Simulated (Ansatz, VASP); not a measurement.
# One calculation of Si4N, two programs

```
Si N
1.0
    -1.99140    2.89247    3.59727
     1.99140   -2.89247    3.59727
     1.99140    2.89247   -3.59727
Si N
4 1
Direct
  0.57344 0.83827 0.73518
  0.89691 0.16173 0.73518
  0.10309 0.83827 0.26482
  0.42656 0.16173 0.26482
  0.00000 0.00000 0.00000
```

Change from the starting cell: species swapped into the CrB4 type (Immm, No. 71).

Alike in both runs: task single point; functional PBE; k mesh 6 × 6 × 6; occupations gaussian, width 0.1 eV; collinear spin.

```csv
,VASP,Ansatz
version,VASP 6.6.1,Ansatz 0.2.0
potentials or method,"VASP PAW PBE potentials, release 64 (Si, N), cutoff 520 eV","scalar-relativistic, plane waves, PAW"
valence electrons in the cell,21,21
```

|  | VASP | Ansatz | Ansatz less VASP |
| --- | --- | --- | --- |
| gap on the k mesh at the Fermi level (eV) | none | none | - |
| pressure (GPa) | 0.0 | 0.1 | +0.10 |
| traceless stress, the component that is largest in VASP (GPa) | 0.09 | 0.02 | -0.070 |
| rms of the force components (eV/Å) | 0.016 | 0.017 | +0.0012 |
| net moment per atom (μB) | 0.00 | 0.00 | 0.000 |

Atom by atom the forces differ by 0.001 eV/Å (rms over components). A gap of «none» marks a metal or a gap that the smearing closes. Ansatz's warnings: seeded moment not kept.
